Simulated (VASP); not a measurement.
# Si16Au (a cell with a defect) in VASP: further runs, part 2 of 3

VASP 6.6.1. The steps go on from the part before.

## 3. Single point, PBE

Contents of INCAR:

```
SYSTEM = Si16Au
PREC = Accurate
ENCUT = 520
EDIFF = 1E-6
ISMEAR = 0
SIGMA = 0.02
LREAL = Auto
LASPH = .TRUE.
NELM = 80
ALGO = Normal
ISIF = 2
LWAVE = .FALSE.
LCHARG = .FALSE.
GGA = PE
NELECT = 74.0
NBANDS = 52
```

Contents of KPOINTS:

```
regular mesh
0
G
  2 2 2
  0 0 0
```

Contents of POSCAR:

```
Si16Au
1.0
    0.0000000000      5.4700937627     -5.4700937627
    5.4700937627      5.4700937627      0.0000000000
    5.4700937627      0.0000000000     -5.4700937627
Si Au
16 1
Direct
    0.1507584761      0.1204547908      0.1269554107
    0.1503717369      0.6024338234      0.1265518527
    0.5727284825      0.1438906780      0.1391763164
    0.6581981326      0.6340753286      0.0733567864
    0.1028201754      0.1111445299      0.6747979395
    0.1412586390      0.6230065055      0.6123478217
    0.6228630893      0.1369942697      0.6171608105
    0.6229219549      0.6228354847      0.6171024934
    0.2915565197      0.7337842227      0.2408912090
    0.2054535167      0.2451968939      0.3048854503
    0.7201400325      0.7549012282      0.2484148461
    0.7204098633      0.2763904177      0.2484481179
    0.2521199928      0.7394282759      0.7560910616
    0.2520780374      0.2519935781      0.7565112555
    0.7681382043      0.7644029849      0.7029044047
    0.7285727947      0.2522432996      0.7668114446
   -0.0622658431     -0.0507038841      0.1638926203
```

Potentials or basis: VASP PAW PBE potentials, release 64 (Si, Au).

Started as:

```sh
$ cat potpaw_PBE.64/Si/POTCAR potpaw_PBE.64/Au/POTCAR > POTCAR
$ mpirun -np 1 vasp_std > vasp.out
```

OUTCAR:

```text
SYSTEM = Si16Au
   PREC = Accurate
   ENCUT = 520
   EDIFF = 1E-6
   ISMEAR = 0
   LREAL = Auto
   LASPH = .TRUE.
   NELM = 80
   ISIF = 2
   GGA = PE
   NELECT = 74.0

 ion  position               nearest neighbor table
   1  0.151  0.120  0.127-  10 2.31  14 2.34  17 2.43   9 2.44  12 2.72
   2  0.150  0.602  0.127-  10 2.31  13 2.34  17 2.42   9 2.45  11 2.72
   3  0.573  0.144  0.139-  10 2.34  16 2.36  11 2.46  12 2.46  17 2.51
   4  0.658  0.634  0.073-  12 2.30  11 2.30   9 2.34  15 2.34
   5  0.103  0.111  0.675-  10 2.34  13 2.37  14 2.37  16 2.37  17 3.09
   6  0.141  0.623  0.612-  13 2.35  14 2.35   9 2.35  15 2.37
[... 639 lines left out ...]
  Total       -0.6594431     -0.6902445     -1.6611616      0.1469842     -0.9653689      1.0121561
  in kB       -3.2275547     -3.3783078     -8.1303295      0.7193943     -4.7248671      4.9538607
  external PRESSURE =      -4.9120640 kB  Pullay stress =       0.0000000 kB

 VOLUME and BASIS-vectors are now :
 -----------------------------------------------------------------------------
  energy-cutoff  :      520.00
  volume of cell :      327.35
      direct lattice vectors                 reciprocal lattice vectors
     0.000000000  5.470093763 -5.470093763    -0.091406111  0.091406111 -0.091406111
     5.470093763  5.470093763  0.000000000     0.091406111  0.091406111  0.091406111
     5.470093763  0.000000000 -5.470093763     0.091406111 -0.091406111 -0.091406111

 POSITION                                       TOTAL-FORCE (eV/Angst)
 -----------------------------------------------------------------------------------
      1.35336      1.48356     -1.51912        -0.010339     -0.012708      0.015997
      3.98762      4.11792     -1.51480         0.005310      0.013411      0.009067
      1.54840      3.91997     -3.89419        -0.005200      0.018308     -0.013822
      3.86972      7.06886     -4.00167         0.013799     -0.005105      0.012781
      4.29918      1.17041     -4.25364         0.009113     -0.004404      0.002503
      6.75750      4.18060     -4.12230         0.014791     -0.011921      0.000120
[... 9 lines left out ...]
      5.57433      5.36516     -8.17989        -0.009209      0.007233      0.015924
      6.08925     10.32223     -6.02600         0.003452     -0.004215     -0.014205
 -----------------------------------------------------------------------------------
    total drift:                               -0.001021      0.003009     -0.004208

  FREE ENERGIE OF THE ION-ELECTRON SYSTEM (eV)
  ---------------------------------------------------
  free  energy   TOTEN  =       -93.0276069008 eV

  energy  without entropy=      -93.0276069008  energy(sigma->0) =      -93.02760690
```

OSZICAR:

```text
N       E                     dE             d eps       ncg     rms          rms(c)
DAV:   1     0.201517279359E+03    0.20152E+03   -0.29208E+04   832   0.120E+03
DAV:   2    -0.791088980239E+02   -0.28063E+03   -0.26568E+03   992   0.185E+02
DAV:   3    -0.957273632189E+02   -0.16618E+02   -0.16182E+02  1072   0.395E+01
DAV:   4    -0.960936998442E+02   -0.36634E+00   -0.36480E+00  1048   0.684E+00
DAV:   5    -0.961024696398E+02   -0.87698E-02   -0.87638E-02  1084   0.105E+00    0.186E+01
DAV:   6    -0.934891059236E+02    0.26134E+01   -0.16610E+01   928   0.245E+01    0.148E+01
DAV:   7    -0.931525310107E+02    0.33657E+00   -0.32398E+00   916   0.891E+00    0.738E+00
DAV:   8    -0.930490414693E+02    0.10349E+00   -0.71003E-01  1008   0.338E+00    0.176E+00
DAV:   9    -0.930219428565E+02    0.27099E-01   -0.15190E-01   988   0.268E+00    0.395E-01
DAV:  10    -0.930270664580E+02   -0.51236E-02   -0.36249E-02  1032   0.650E-01    0.298E-01
DAV:  11    -0.930272835217E+02   -0.21706E-03   -0.43831E-03   964   0.417E-01    0.115E-01
DAV:  12    -0.930275989755E+02   -0.31545E-03   -0.83291E-04   992   0.111E-01    0.468E-02
DAV:  13    -0.930276018959E+02   -0.29204E-05   -0.81673E-05  1040   0.497E-02    0.194E-02
DAV:  14    -0.930276066205E+02   -0.47246E-05   -0.20249E-05  1000   0.171E-02    0.452E-03
DAV:  15    -0.930276069008E+02   -0.28031E-06   -0.15283E-06   736   0.750E-03
   1 F= -.93027607E+02 E0= -.93027607E+02  d E =-.515728E-16
```

stdout:

```text
POSCAR found type information on POSCAR SiAu
 POSCAR found :  2 types and      17 ions
 scaLAPACK will be used
 LDA part: xc-table for (Slater+PW92), standard interpolation
 POSCAR, INCAR and KPOINTS ok, starting setup
 FFT: planning ... GRIDC
 FFT: planning ... GRID_SOFT
 FFT: planning ... GRID
 WAVECAR not read
 entering main loop
 the old and the new charge density differ
 old charge density:    75.00000 new   74.00000
    0.186E+01
```

Run time: 2.1 min. Hardware: 1 thread of AMD EPYC 9R45 (Zen 5), shared host; peak memory 0.47 GiB.

Results:

- Free energy: -93.0276 eV
- Largest force: 0.025 eV/Å

Forces on the atoms (eV/Å):
```
Si  -0.010 -0.013  0.016
Si   0.005  0.013  0.009
Si  -0.005  0.018 -0.014
Si   0.014 -0.005  0.013
Si   0.009 -0.004  0.003
Si   0.015 -0.012  0.000
Si  -0.003 -0.007 -0.007
Si   0.009  0.002 -0.005
Si   0.009 -0.013  0.020
Si  -0.012  0.000 -0.010
Si   0.001  0.008 -0.013
Si  -0.003 -0.013 -0.011
Si  -0.007  0.002  0.000
Si  -0.006  0.011  0.004
Si  -0.010  0.009 -0.005
Si  -0.009  0.007  0.016
Au   0.003 -0.004 -0.014
```

Levels at points of the mesh, in eV from the Fermi level:
```tsv
k point	band 35	band 36	band 37	band 38	band 39	band 40
(0.00, 0.00, 0.00)	-0.70	-0.19	-0.16	0.14	0.50	0.53
(0.50, 0.00, 0.00)	-0.93	-0.85	-0.64	0.63	1.08	1.13
(0.00, 0.50, 0.00)	-0.91	-0.71	-0.29	0.76	1.03	1.19
(0.00, 0.00, 0.50)	-0.88	-0.65	-0.11	0.74	0.87	1.40
(0.50, 0.50, 0.50)	-0.91	-0.72	-0.29	0.76	1.03	1.19
(0.50, 0.50, 0.00)	-1.36	-1.33	-0.66	0.76	0.95	1.79
(0.00, 0.50, 0.50)	-1.36	-1.34	-0.65	0.76	0.95	1.79
(0.50, 0.00, 0.50)	-1.27	-1.23	-1.03	0.77	1.02	1.77
```

Caveat: the k points lie up to 0.50 Å⁻¹ apart; the cell carries a net charge on a neutralising background, which shifts energy and pressure; the cell is charged against a uniform background, so pressure and absolute levels hang on convention; spin-orbit coupling is left out, which moves the levels of the heavy elements.

## 4. Single point, PBE

Contents of INCAR:

```
  PREC = Accurate
  ENCUT = 520
  EDIFF = 1E-7
  ISMEAR = 0
  SIGMA = 0.02
  LREAL = Auto
  LASPH = True
  NELM = 60
  ALGO = Normal
  ISIF = 2
  LWAVE = False
  LCHARG = True
  GGA = PE
  LELF = True
  LVHAR = True
  NELECT = 74.0
  NBANDS = 52
```

Contents of KPOINTS:

```
regular mesh
0
Gamma
  2 2 2
```

Contents of POSCAR:

```
Si16Au
1.0
    0.0000000000      5.4700937627     -5.4700937627
    5.4700937627      5.4700937627      0.0000000000
    5.4700937627      0.0000000000     -5.4700937627
Si Au
16 1
Direct
    0.1526331241      0.1277350134      0.1273299015
    0.1391363719      0.6211568115      0.1167941589
    0.5746047758      0.1475226998      0.1329141751
    0.6422827747      0.6307050939      0.0971743855
    0.1114524771      0.1138853422      0.6614095950
    0.1368088067      0.6190963349      0.6168934476
    0.6295845463      0.1197057177      0.6236526553
    0.6293355561      0.6214887070      0.6146815111
    0.2737564592      0.7453458162      0.2457165377
    0.2092279492      0.2624802357      0.2935656261
    0.7310484378      0.7596029758      0.2449161857
    0.7210858115      0.2702061544      0.2582546226
    0.2578454888      0.7411189233      0.7450585267
    0.2595351308      0.2479488577      0.7551447341
    0.7637327039      0.7476139674      0.7270135893
    0.7325000583      0.2509552961      0.7594321378
   -0.0502012419     -0.0106388487      0.1028910151
```

Started as:

```sh
$ cat potpaw_PBE.64/Si/POTCAR potpaw_PBE.64/Au/POTCAR > POTCAR
$ mpirun -np 1 vasp_std > vasp.out
```

It took 2.7 min on 1 thread of AMD EPYC 9R45 (Zen 5), shared host; peak memory 0.47 GiB.

The run converged. Its results:

```
Free energy   : -92.9083 eV
Largest force : 0.342 eV/Å
```

Forces in eV/Å, atoms in the order of the input:
```
Si  -0.050 -0.029  0.059
Si  -0.070  0.018 -0.077
Si   0.053  0.023 -0.001
Si  -0.033  0.099  0.030
Si   0.068 -0.029 -0.041
Si   0.015  0.046  0.022
Si   0.022  0.042  0.016
Si   0.012  0.045  0.018
Si  -0.068  0.014 -0.030
Si  -0.025 -0.104  0.014
Si   0.030 -0.002  0.040
Si  -0.022 -0.012  0.099
Si   0.005  0.003 -0.010
Si   0.006  0.040  0.035
Si  -0.018  0.059  0.048
Si   0.038  0.032  0.014
Au   0.037 -0.244 -0.237
```

Levels at points of the mesh, in eV from the Fermi level:
```
           k point  band 34  band 35  band 36  band 37  band 38  band 39  band 40  band 41
(0.00, 0.00, 0.00)    -0.88    -0.77    -0.30    -0.11     0.33     0.52     0.57     0.65
(0.50, 0.00, 0.00)    -0.97    -0.79    -0.76    -0.70     0.48     1.10     1.21     1.34
(0.00, 0.50, 0.00)    -1.01    -0.91    -0.71    -0.29     0.59     1.06     1.24     1.31
(0.00, 0.00, 0.50)    -0.92    -0.90    -0.61    -0.12     0.54     1.04     1.50     1.55
(0.50, 0.50, 0.50)    -0.99    -0.87    -0.65    -0.48     0.58     1.04     1.26     1.35
(0.50, 0.50, 0.00)    -1.46    -1.41    -1.26    -0.76     0.64     1.07     1.92     2.00
(0.00, 0.50, 0.50)    -1.55    -1.43    -1.15    -0.65     0.60     1.09     1.91     2.02
(0.50, 0.00, 0.50)    -1.46    -1.40    -1.27    -0.92     0.66     1.07     1.92     2.02
```

Caveat: the k points lie up to 0.50 Å⁻¹ apart; the cell carries a net charge on a neutralising background, which shifts energy and pressure; the cell is charged against a uniform background, so pressure and absolute levels hang on convention; spin-orbit coupling is left out, which moves the levels of the heavy elements.

[end of part 2 of 3]
